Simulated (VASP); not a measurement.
Wanted: the native input for a VASP 6.6.1 run.

```
Task                   : relaxation of cell and atoms
Functional             : PBE
Potentials or basis    : VASP PAW PBE potentials, release 64 (Al, In_d, Sb, As)
Cutoff                 : 600 eV
k mesh                 : 4 × 4 × 6
Occupations            : gaussian, width 0.1 eV
Spin                   : no spin polarisation
Dipole correction      : no
Further INCAR settings : ALGO = Normal; EDIFF = 1e-06; IBRION = 2; EDIFFG = -0.04; NSW = 90; ISIF = 3
```

The structure of AlIn2Sb2As lies in POSCAR:

```
AlIn2Sb2As
1.0
    3.3829038200     -5.7114377300      0.0000000000
    3.3829038200      5.7114377300      0.0000000000
    0.0000000000      0.0000000000      3.6166252800
Al In Sb As
1 2 2 1
Direct
    0.0000000000      0.0000000000      0.0000000000
    0.5000000000      0.0000000000      0.5000000000
    0.0000000000      0.5000000000      0.5000000000
    0.6717090000      0.3282910000      0.0000000000
    0.3282910000      0.6717090000      0.0000000000
    0.5000000000      0.5000000000      0.5000000000
```

The cell was built from a structure type or drawn by symmetry, and may not be a known phase.

The input as run:

INCAR

```
PREC     = Accurate       # precision mode
ENCUT    = 600            # plane-wave cutoff, eV
EDIFF    = 1E-6           # SCF threshold, eV
ISMEAR   = 0              # smearing method
SIGMA    = 0.1            # smearing width, eV
LREAL    = F              # projectors in reciprocal space
LASPH    = T              # aspherical terms in the spheres
NELM     = 80             # most SCF steps
ALGO     = Normal         # electronic algorithm
ISIF     = 3              # what is computed and relaxed
LWAVE    = F              # write WAVECAR
LCHARG   = F              # write CHGCAR
GGA      = PE             # functional
IBRION   = 2              # ionic algorithm
NSW      = 90             # ionic steps
EDIFFG   = -0.04          # ionic threshold
```

KPOINTS

```
regular mesh
0
Gamma
  4 4 6
```

Potentials or basis: VASP PAW PBE potentials, release 64 (Al, In_d, Sb, As).

The run is started by

```bash
$ cat potpaw_PBE.64/Al/POTCAR potpaw_PBE.64/In_d/POTCAR potpaw_PBE.64/Sb/POTCAR potpaw_PBE.64/As/POTCAR > POTCAR
$ mpirun -np 1 vasp_std > vasp.out
```

Results of the run:

```json
{
 "Relaxed volume": "29.00 Å³/atom",
 "Relaxed cell": "a = 5.676 Å, b = 5.676 Å, c = 5.702 Å, α = 90.00°, β = 90.00°, γ = 108.68°",
 "Space group after relaxing (to 0.1 Å)": "Cmmm (No. 65)",
 "Energy gained by relaxing": "747.5 meV/atom",
 "Ionic steps": "32",
 "Pressure after relaxing": "0.0 GPa",
 "Largest force after relaxing": "0.009 eV/Å",
 "Band gap on the k mesh": "zero (bands 22 and 23 overlap by 1.56 eV)"
}
```

Caveat: the volume moved by over 15 % at a fixed basis, so the end points are rough; spin-orbit coupling is left out, which moves the levels of the heavy elements.

It took 79 min on 1 thread of Intel Xeon 8259CL (shared host), peak memory 0.41 GiB.
